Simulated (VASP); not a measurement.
# Al: single point with PBEsol-based screened hybrid with 25 % exact exchange

Crystal: Al.

```
Al
1.0
     4.54673    0.00000    0.00000
    -2.27337    3.93758    0.00000
     0.00000    0.00000    2.75393
Al
2
Direct
  0.33333 0.66667 0.50000
  0.66667 0.33333 0.50000
```

This isn't the form of Al at room conditions, which is fcc.

```
Program             : VASP 6.6.1
Task                : single point
Functional          : PBEsol-based screened hybrid with 25 % exact exchange
Potentials or basis : VASP PAW PBE potentials, release 64 (Al)
Cutoff              : 520 eV
k mesh              : 4 × 4 × 5
Occupations         : fermi-dirac, width 0.05 eV
Spin                : no spin polarisation
```

```
Pressure               : -0.5 GPa
Band gap on the k mesh : zero (bands 3 and 4 overlap by 2.35 eV)
```

Stress tensor (GPa, compression positive):
```
-1.65  0.00  0.00
 0.00 -1.64  0.00
 0.00  0.00  1.92
```

Levels at points of the mesh, in eV from the Fermi level:
| k point | band 1 | band 2 | band 3 | band 4 | band 5 | band 6 | band 7 | band 8 |
| --- | --- | --- | --- | --- | --- | --- | --- | --- |
| (0.00, 0.00, 0.00) | -9.85 | -0.85 | -0.85 | -0.18 | 2.81 | 2.81 | 6.04 | 10.37 |
| (0.50, 0.00, 0.00) | -8.05 | -6.49 | -2.05 | 0.52 | 7.98 | 8.31 | 8.46 | 8.79 |
| (0.50, 0.50, 0.00) | -8.05 | -6.49 | -2.05 | 0.52 | 7.98 | 8.31 | 8.46 | 8.79 |

It took 13 min on 1 thread of Intel Xeon 8259CL, on a shared host, peak memory 0.26 GiB.

Caveat: the k points lie up to 0.46 Å⁻¹ apart, too coarse for converged energies and pressures of a metal; the PAW data sets were made with another functional, which shifts forces and pressure a little.
